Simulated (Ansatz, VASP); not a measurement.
Two plane-wave programs on NaF

```xyz
2
Lattice="0.0000 2.1287 2.7674 2.1287 0.0000 2.7674 2.1287 2.1287 0.0000" Properties=species:S:1:pos:R:3 pbc="T T T"
Na    0.0000    0.0000    0.0000
F     2.1287    2.1287    2.7674
```

Alike in both runs: task single point; functional PBE; k mesh 10 × 10 × 10; occupations gaussian, width 0.05 eV; no spin polarisation.

|  | VASP | Ansatz |
| --- | --- | --- |
| version | VASP 6.6.1 | Ansatz 0.2.0 |
| potentials or method | VASP PAW PBE potentials, release 64 (Na_pv, F), cutoff 520 eV | scalar-relativistic, plane waves, PAW |
| valence electrons in the cell | 14 | 16 |

Ansatz gave:

* gap on the k mesh at the Fermi level (eV): 6.14
* least direct gap on the mesh (eV): 6.14
* pressure (GPa): 9.0
* traceless stress, the component that is largest in VASP (GPa): -12.13

Question: Estimate VASP's values.

Answer: gap on the k mesh at the Fermi level (eV): 6.12; least direct gap on the mesh (eV): 6.12; pressure (GPa): 9.1; traceless stress, the component that is largest in VASP (GPa): -12.51.

VASP's potentials hold 14 valence electrons a cell and Ansatz's 16, so a difference there can come from the potentials and not from the codes.
